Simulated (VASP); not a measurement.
Here is a VASP 6.6.1 calculation.

INCAR

```
  ALGO = Normal
  EDIFF = 1E-6
  ENCUT = 520
  GGA = CA
  ISIF = 2
  ISMEAR = -1
  LASPH = T
  LCHARG = T
  LELF = T
  LREAL = F
  LVHAR = T
  LWAVE = F
  NBANDS = 18
  NELM = 60
  PREC = Accurate
  SIGMA = 0.1
```

File KPOINTS:

```
k-points
0
Gamma
  11 11 9
```

POSCAR

```
CuAu
1.0
    2.7713322335      0.0000000000      0.0000000000
    0.0000000000      2.7713322335      0.0000000000
    0.0000000000      0.0000000000      3.5862634188
Cu Au
1 1
Direct
    0.5000000000      0.5000000000      0.5000000000
    0.0000000000      0.0000000000      0.0000000000
```

Potentials or basis: VASP PAW LDA potentials, release 64 (Cu, Au).

Command:

```bash
$ cat potpaw_LDA.64/Cu/POTCAR potpaw_LDA.64/Au/POTCAR > POTCAR
$ mpirun -np 1 vasp_std > vasp.out
```

**Question.** Predict the pressure.

**Answer.** 0.5 GPa.

**Question.** Predict the band gap on the k mesh.

**Answer.** Zero (band 11 reaches 13.44 eV, above the bottom of band 12 at 7.23 eV).

Caveat: spin-orbit coupling is left out, which moves the levels of the heavy elements.
